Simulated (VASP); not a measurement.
# Ge (Fmmm) in VASP: single point with PBEsol

Aim: the single point of Ge with PBEsol.

Program: VASP 6.6.1. These are calculated values, not measurements. Logs are shortened: lines on timing, memory, paths and dates and some standing lists are left out, and cuts for length are marked.

## (1) The cell of the first run

The structure is orthorhombic, space group Fmmm (No. 69). The conventional cell has a = 5.224 Å, b = 5.702 Å, c = 9.873 Å, α = 90.00°, β = 90.00°, γ = 90.00°. Within 3.5 Å of Ge (site symmetry mm2) lie 8 Ge at 2.66 to 3.02 Å. Ge (site symmetry m2m) has 8 Ge at 2.59 to 3.11 Å within 3.4 Å.

## (2) Single point, PBEsol

File INCAR:

```
SYSTEM = Ge
ALGO = Fast
EDIFF = 1E-6
ENCUT = 520
GGA = PS
ISIF = 2
ISMEAR = -1
KPAR = 4
LASPH = .True.
LCHARG = .False.
LREAL = Auto
LWAVE = .False.
NBANDS = 156
NELM = 60
PREC = Accurate
SIGMA = 0.0948
```

File KPOINTS:

```
Automatic mesh
0
Gamma
  4 4 4
  0.5 0.5 0.5
```

File POSCAR:

```
Ge
1.0
    5.2241331290     -2.8511133372     -4.9366879305
   -5.2241331290      2.8511133372     -4.9366879305
    2.6120665645      5.7022266745      4.9366879305
Ge
20
Direct
    0.4236826831      0.8236826831      0.8000000000
    0.2236826831      0.2236826831      0.0000000000
    0.6236826831      0.4236826831      0.6000000000
    0.0236826831      0.6236826831      0.2000000000
    0.8236826831      0.0236826831      0.4000000000
    0.9763173169      0.3763173169      0.8000000000
    0.7763173169      0.7763173169      0.0000000000
    0.1763173169      0.9763173169      0.6000000000
    0.5763173169      0.1763173169      0.2000000000
    0.3763173169      0.5763173169      0.4000000000
    0.6545476534      0.9636429601      0.6181906134
    0.4545476534      0.3636429601      0.8181906134
    0.8545476534      0.5636429601      0.4181906134
    0.2545476534      0.7636429601      0.0181906134
    0.0545476534      0.1636429601      0.2181906134
    0.7454523466      0.2363570399      0.9818093866
    0.5454523466      0.6363570399      0.1818093866
    0.9454523466      0.8363570399      0.7818093866
    0.3454523466      0.0363570399      0.3818093866
    0.1454523466      0.4363570399      0.5818093866
```

Potentials or basis: VASP PAW PBE potentials, release 64 (Ge_d).

Started as:

```bash
cat potpaw_PBE.64/Ge_d/POTCAR > POTCAR
mpirun -np 4 vasp_std > vasp.out
```

OUTCAR:

```text
SYSTEM = Ge
   EDIFF = 1E-6
   ENCUT = 520
   GGA = PS
   ISIF = 2
   ISMEAR = -1
   LASPH = .True.
   LREAL = Auto
   NELM = 60
   PREC = Accurate

 ion  position               nearest neighbor table
   1  0.424  0.824  0.800-   8 2.66   7 2.66  14 2.70  20 2.70   9 2.90  10 2.90
   2  0.224  0.224  0.000-   6 2.66   9 2.66  15 2.70  18 2.70   8 2.90  10 2.90
   3  0.624  0.424  0.600-   6 2.66  10 2.66  12 2.70  19 2.70   9 2.90   7 2.90
   4  0.024  0.624  0.200-  10 2.66   7 2.66  13 2.70  16 2.70   8 2.90   6 2.90
   5  0.824  0.024  0.400-   8 2.66   9 2.66  11 2.70  17 2.70   7 2.90   6 2.90
   6  0.976  0.376  0.800-   3 2.66   2 2.66  20 2.70  14 2.70   5 2.90   4 2.90
   7  0.776  0.776  0.000-   4 2.66   1 2.66  18 2.70  15 2.70   5 2.90   3 2.90
   8  0.176  0.976  0.600-   5 2.66   1 2.66  19 2.70  12 2.70   2 2.90   4 2.90
   9  0.576  0.176  0.200-   5 2.66   2 2.66  16 2.70  13 2.70   1 2.90   3 2.90
  10  0.376  0.576  0.400-   4 2.66   3 2.66  17 2.70  11 2.70   1 2.90   2 2.90
  11  0.655  0.964  0.618-  16 2.59  18 2.62  19 2.62   5 2.70  10 2.70
  12  0.455  0.364  0.818-  17 2.59  16 2.62  20 2.62   3 2.70   8 2.70
  13  0.855  0.564  0.418-  18 2.59  20 2.62  17 2.62   4 2.70   9 2.70
  14  0.255  0.764  0.018-  19 2.59  17 2.62  18 2.62   1 2.70   6 2.70
  15  0.055  0.164  0.218-  20 2.59  19 2.62  16 2.62   2 2.70   7 2.70
  16  0.745  0.236  0.982-  11 2.59  12 2.62  15 2.62   9 2.70   4 2.70
  17  0.545  0.636  0.182-  12 2.59  14 2.62  13 2.62  10 2.70   5 2.70
  18  0.945  0.836  0.782-  13 2.59  11 2.62  14 2.62   7 2.70   2 2.70
  19  0.345  0.036  0.382-  14 2.59  15 2.62  11 2.62   8 2.70   3 2.70
  20  0.145  0.436  0.582-  15 2.59  13 2.62  12 2.62   6 2.70   1 2.70

  LATTYP: Found a base centered monoclinic cell.
 ALAT       =    11.9030104110
 B/A-ratio  =     0.8294856108
 C/A-ratio  =     0.7005586812
 COS(beta)  =    -0.6610864664

  Lattice vectors:

 A1 = (  -5.2241331290,   2.8511133372,  -4.9366879305)
 A2 = (  -5.2241331290,   2.8511133372,   4.9366879305)
 A3 = (   7.8361996935,   2.8511133373,   0.0000000000)

Analysis of symmetry for initial positions (statically):
=====================================================================
 Subroutine PRICEL returns following result:

  LATTYP: Found a face centered orthorhombic cell.
 ALAT       =     5.2241331290
 B/A-ratio  =     1.0915163404
 C/A-ratio  =     1.8899548724

  Lattice vectors:

 A1 = (  -0.0000000000,   2.8511133372,   4.9366879305)
 A2 = (   2.6120665645,   0.0000000000,   4.9366879305)
 A3 = (   2.6120665645,   2.8511133373,  -0.0000000000)

   5 primitive cells build up your supercell.

 Routine SETGRP: Setting up the symmetry group for a
 base centered monoclinic supercell.

 Subroutine GETGRP returns: Found  4 space group operations
 (whereof  4 operations were pure point group operations)
 out of a pool of  4 trial point group operations.

The static configuration has the point symmetry C_2h.

Analysis of symmetry for dynamics (positions and initial velocities):
=====================================================================
 Subroutine PRICEL returns following result:

  LATTYP: Found a face centered orthorhombic cell.
 ALAT       =     5.2241331290
 B/A-ratio  =     1.0915163404
 C/A-ratio  =     1.8899548724

  Lattice vectors:

 A1 = (  -0.0000000000,   2.8511133372,   4.9366879305)
 A2 = (   2.6120665645,   0.0000000000,   4.9366879305)
 A3 = (   2.6120665645,   2.8511133373,  -0.0000000000)

   5 primitive cells build up your supercell.

 Routine SETGRP: Setting up the symmetry group for a
 base centered monoclinic supercell.

 Subroutine GETGRP returns: Found  4 space group operations
 (whereof  4 operations were pure point group operations)
 out of a pool of  4 trial point group operations.

The dynamic configuration has the point symmetry C_2h.

 Subroutine INISYM returns: Found  4 space group operations
 (whereof  4 operations are pure point group operations),
 and found     5 'primitive' translations

----------------------------------------------------------------------------------------

                                     Primitive cell

  volume of cell :      73.5300

  direct lattice vectors                    reciprocal lattice vectors
    -0.000000000  2.851113337  4.936687931    -0.191419318  0.175370089  0.101282481
     2.612066564  0.000000000  4.936687931     0.191419318 -0.175370089  0.101282481
     2.612066565  2.851113337 -0.000000000     0.191419318  0.175370089 -0.101282481

  length of vectors
     5.700853882  5.585139162  3.866747858     0.278664968  0.278664968  0.278664968

  position of ions in fractional coordinates (direct lattice)
     0.776317317  0.776317317  0.223682683
     0.223682683  0.223682683  0.776317317
     0.272738267  0.727261733  0.272738267
     0.727261733  0.272738267  0.727261733

  ion indices of the primitive-cell ions
   primitive index   ion index
                 1           1
                 2           8
                 3          14
                 4          17

----------------------------------------------------------------------------------------

 KPOINTS: Automatic mesh

Automatic generation of k-mesh.
 Grid dimensions read from file:
 generate k-points for:    4    4    4

 Generating k-lattice:

  Cartesian coordinates                     Fractional coordinates (reciprocal lattice)
     0.028712898  0.008768504 -0.025320620     0.250000000  0.000000000 -0.000000000
    -0.009570966  0.026305513 -0.025320620     0.000000000  0.250000000 -0.000000000
     0.019141932  0.035074018  0.000000000     0.000000000  0.000000000  0.250000000

  Length of vectors
     0.039274050  0.037745427  0.039957481

  Shift w.r.t. Gamma in fractional coordinates (k-lattice)
     0.500000000  0.500000000  0.500000000

 Subroutine IBZKPT returns following result:
 ===========================================

 Found     22 irreducible k-points:

 Following reciprocal coordinates:
            Coordinates               Weight
  0.125000  0.125000  0.125000      4.000000
  0.375000  0.125000  0.125000      4.000000
 -0.375000  0.125000  0.125000      4.000000
 -0.125000  0.125000  0.125000      2.000000
  0.125000  0.375000  0.125000      4.000000
  0.375000  0.375000  0.125000      2.000000
[... 14 lines left out ...]
 -0.375000 -0.375000  0.375000      2.000000
  0.125000 -0.125000  0.375000      2.000000
   k-points           NKPTS =     22   k-points in BZ     NKDIM =     22   number of bands    NBANDS=    156
   number of dos      NEDOS =    301   number of ions     NIONS =     20
   total plane-waves  NPLWV = 216000
   dimension x,y,z NGX =    60 NGY =   60 NGZ =   60
   dimension x,y,z NGXF=   120 NGYF=  120 NGZF=  120
   ions per type =              20
   NGX,Y,Z   is equivalent  to a cutoff of  12.90, 12.90, 12.50 a.u.
   NGXF,Y,Z  is equivalent  to a cutoff of  25.80, 25.80, 24.99 a.u.
 SYSTEM =  Ge
   PREC   = accura    normal or accurate (medium, high low for compatibility)
   ISTART =      0    job   : 0-new  1-cont  2-samecut
   ICHARG =      2    charge: 1-file 2-atom 10-const
   ISPIN  =      1    spin polarized calculation?
   LNONCOLLINEAR =      F non collinear calculations
   LSORBIT =      F    spin-orbit coupling
   LASPH  =      T    aspherical Exc in radial PAW
   ENCUT  =  520.0 eV  38.22 Ry    6.18 a.u.  14.38 14.38 14.84*2*pi/ulx,y,z
   NELM   =     60;   NELMIN=  2; NELMDL= -5     # of ELM steps
   EDIFF  = 0.1E-05   stopping-criterion for ELM
   LREAL  =      T    real-space projection
   EDIFFG = 0.1E-04   stopping-criterion for IOM
   NSW    =      0    number of steps for IOM
   IBRION =     -1    ionic relax: 0-MD 1-quasi-New 2-CG
   NFREE  =      0    steps in history (QN), initial steepest desc. (CG)
   ISIF   =      2    stress and relaxation
   ISYM   =      2    0-nonsym 1-usesym 2-fastsym
   POTIM  = 0.5000    time-step for ionic-motion
   TEBEG  =    0.0;   TEEND  =   0.0 temperature during run
   PSTRESS=    0.0 pullay stress
   NELECT =     280.0000    total number of electrons
   NUPDOWN=      -1.0000    fix difference up-down
   EMIN   =  10.00;   EMAX   =-10.00  energy-range for DOS
   EFERMI =   0.00;   METHOD = LEGACY
   ISMEAR =    -1;   SIGMA  =   0.09  broadening in eV -4-tet -1-fermi 0-gaus
   EFERMI_NEDOS =   21; number of points for ismear=-14 and -15
   IALGO  =     68    algorithm
   IMIX   =      4    mixing-type and parameters
     AMIX     =   0.40;   BMIX     =  1.00
     AMIX_MAG =   1.60;   BMIX_MAG =  1.00
  volume/ion in A,a.u.               =      18.38       124.05
  Fermi-wavevector in a.u.,A,eV,Ry     =   1.495028  2.825194 30.410507  2.235109
  Thomas-Fermi vector in A             =   2.607225
   LORBIT       =      0    0 simple, 1 ext, 2 COOP (PROOUT), +10 PAW based schemes
   GGA     = PS    functional components
   LHFCALC =     F    Hartree Fock is set to
   AEXX    =    0.0000 exact exchange contribution
   IVDW    =     0    specifies the selected vdW correction
   LEPSILON=     F    determine dielectric tensor
   LRPA    =     F    only Hartree local field effects (RPA)
 non-spin polarized calculation
 RMM-DIIS sequential band-by-band and
  energy-cutoff  :      520.00
  volume of cell :      367.65
 maximum number of plane-waves:      9933
 NGX is ok and might be reduce to    60
   NGX = 29   NGY = 29   NGZ = 29

 number of electron     280.0000043 magnetization

 Free energy of the ion-electron system (eV)
  ---------------------------------------------------
  ext. energy  EPLUGINS =         0.00000000
  ---------------------------------------------------
  free energy    TOTEN  =       -95.43672788 eV

  energy without entropy =      -95.24902721  energy(sigma->0) =      -95.34287754

 E-fermi :   6.7461     XC(G=0): -11.5086

 val. band max:        6.7373459577   @ k =  -0.3750   0.1250   0.1250
 cond. band min:       6.7612391911   @ k =   0.1250   0.1250   0.3750
 fundamental gap:      0.0238932334
 Fermi energy:         6.7460655647

 k-point     1 :       0.1250    0.1250    0.1250
  band No.  band energies     occupation
      1     -17.9373      2.00000
      2     -17.9185      2.00000
      3     -17.9032      2.00000
      4     -17.8981      2.00000
      5     -17.8856      2.00000
      6     -17.8844      2.00000
[... 144 lines left out ...]
    151       8.8769      0.00000
    152       8.9001      0.00000

 k-point     2 :       0.3750    0.1250    0.1250
  band No.  band energies     occupation
      1     -17.9130      2.00000
      2     -17.9119      2.00000
      3     -17.9068      2.00000
      4     -17.9006      2.00000
      5     -17.8881      2.00000
      6     -17.8877      2.00000
[... 3244 lines left out ...]
    151       9.5259      0.00000
    152       9.5571      0.00000
 [bands above 152 left out]

------------------------ aborting loop because EDIFF is reached ----------------------------------------

  FORCE on cell =-STRESS in cart. coord.  units (eV):
  Direction    XX          YY          ZZ          XY          YZ          ZX
  --------------------------------------------------------------------------------------
  -------------------------------------------------------------------------------------
  Total       -3.5145748      0.2905752     -0.7668140     -0.5317160      0.0000000      0.0000000
  in kB      -15.3161275      1.2662945     -3.3416904     -2.3171596      0.0000000      0.0000000
  external PRESSURE =      -5.7971745 kB  Pullay stress =       0.0000000 kB

 VOLUME and BASIS-vectors are now :
 -----------------------------------------------------------------------------
  energy-cutoff  :      520.00
  volume of cell :      367.65
      direct lattice vectors                 reciprocal lattice vectors
     5.224133129 -2.851113337 -4.936687930     0.114851591  0.035074018 -0.101282481
    -5.224133129  2.851113337 -4.936687930    -0.038283864  0.105222053 -0.101282481
     2.612066565  5.702226675  4.936687930     0.076567727  0.140296071  0.000000000

 POSITION                                       TOTAL-FORCE (eV/Angst)
 -----------------------------------------------------------------------------------
     -0.00000      5.70223     -2.20850        -0.000000     -0.000000     -0.014192
      0.00000      0.00000     -2.20850        -0.000000     -0.000000     -0.014192
      2.61207      2.85111     -2.20850        -0.000000     -0.000000     -0.014192
     -2.61207      2.85111     -2.20850        -0.000000     -0.000000     -0.014192
      5.22413      0.00000     -2.20850        -0.000000     -0.000000     -0.014192
      5.22413      2.85111     -2.72818        -0.000000     -0.000000      0.014192
[... 12 lines left out ...]
      2.61207      1.29590      0.00000         0.050751     -0.001441     -0.000000
      0.00000      4.14701      0.00000         0.050751     -0.001441     -0.000000
 -----------------------------------------------------------------------------------
    total drift:                               -0.000000      0.000000      0.000000

  FREE ENERGIE OF THE ION-ELECTRON SYSTEM (eV)
  ---------------------------------------------------
  free  energy   TOTEN  =       -95.4367278755 eV

  energy  without entropy=      -95.2490272091  energy(sigma->0) =      -95.34287754
```

Run time: 25 min. Hardware: 4 MPI ranks of Oxide Virtual Turin-like, shared host; peak memory 0.98 GiB.

Results:

* Free energy: -95.4367 eV
* Pressure: -0.6 GPa
* Largest force: 0.051 eV/Å
* Band gap on the k mesh: zero (bands 140 and 141 overlap by 1.25 eV)

Forces on the atoms (eV/Å):
```
Ge   0.000  0.000 -0.014
Ge   0.000  0.000 -0.014
Ge   0.000  0.000 -0.014
Ge   0.000  0.000 -0.014
Ge   0.000  0.000 -0.014
Ge   0.000  0.000  0.014
Ge   0.000  0.000  0.014
Ge   0.000  0.000  0.014
Ge   0.000  0.000  0.014
Ge   0.000  0.000  0.014
Ge  -0.051  0.001  0.000
Ge  -0.051  0.001  0.000
Ge  -0.051  0.001  0.000
Ge  -0.051  0.001  0.000
Ge  -0.051  0.001  0.000
Ge   0.051 -0.001  0.000
Ge   0.051 -0.001  0.000
Ge   0.051 -0.001  0.000
Ge   0.051 -0.001  0.000
Ge   0.051 -0.001  0.000
```

Levels at points of the mesh, in eV from the Fermi level:
| k point | band 137 | band 138 | band 139 | band 140 | band 141 | band 142 | band 143 | band 144 |
| --- | --- | --- | --- | --- | --- | --- | --- | --- |
| (0.12, 0.12, 0.12) | -0.88 | -0.75 | -0.62 | -0.44 | -0.15 | 0.18 | 1.00 | 1.01 |

Caveat: the PAW data sets were made with another functional, which shifts forces and pressure a little.

The gap in the log of VASP goes by the Fermi energy; the results here count the filled bands.